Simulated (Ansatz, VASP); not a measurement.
# Two plane-wave programs on Tl

```
Tl
1.0
     3.52378    0.00000    0.00000
    -1.76189    3.05168    0.00000
     0.00000    0.00000    5.63336
Tl
2
Cartesian
  1.7619 1.0172 4.2250
  0.0000 2.0345 1.4083
```

Alike in both runs: task single point; functional b88 exchange, pbe correlation; k mesh 9 × 9 × 5; collinear spin.

|  | VASP | Ansatz |
| --- | --- | --- |
| version | VASP 6.6.1 | Ansatz 0.2.0 |
| potentials or method | VASP PAW PBE potentials, release 64 (Tl_d) | Ansatz PAW |
| plane-wave cutoff (eV) | 500 | 420 |
| occupations | methfessel-paxton of order 1, width 0.15 eV | cold, width 0.15 eV |
| valence electrons in the cell | 26 | 26 |

```tsv
	VASP	Ansatz	Ansatz less VASP
gap on the k mesh at the Fermi level (eV)	none	none	-
pressure (GPa)	1.0	1.0	+0.03
traceless stress, the component that is largest in VASP (GPa)	0.58	0.75	+0.163
net moment per atom (μB)	0.00	0.00	0.000
```

VASP's potentials were made for PBE, not for b88 exchange, pbe correlation. A gap of «none» marks a metal or a gap that the smearing closes.

Neither program's run includes spin-orbit coupling.
